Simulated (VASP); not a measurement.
Runs of VASP 6.6.1 on Se. The structure is that of space group Im-3m (No. 229), or close to it. The cells are those of the table. 

```csv
cell,k mesh,gap on the mesh (eV),pressure (GPa)
"a = 3.006 Å, angles 109.5°, 1 atom",21 × 21 × 21,none,0.1
"a = 2.965 Å, angles 109.5°, 1 atom",14 × 14 × 14,none,(b)
"a = 3.006 Å, angles 109.5°, 1 atom",14 × 14 × 14,none,0.2
"a = 3.121 Å, angles 109.5°, 1 atom",14 × 14 × 14,none,(a)
"a = 3.045 Å, angles 109.5°, 1 atom",14 × 14 × 14,none,-2.1
```

Alike in all rows: task single point; level RPBE; potentials or basis VASP PAW PBE potentials, release 64 (Se); no spin polarisation; cutoff (eV) 520; smearing fermi-dirac 0.1 eV.

Fill in the values left out.

(a) -5.5; (b) 3.2.

Caveats: the PAW data sets were made with another functional, which shifts forces and pressure a little.

A k mesh can miss the band edges, and the runs leave out spin-orbit coupling on Se.

A gap of «none» marks levels without a gap at the run's occupations.
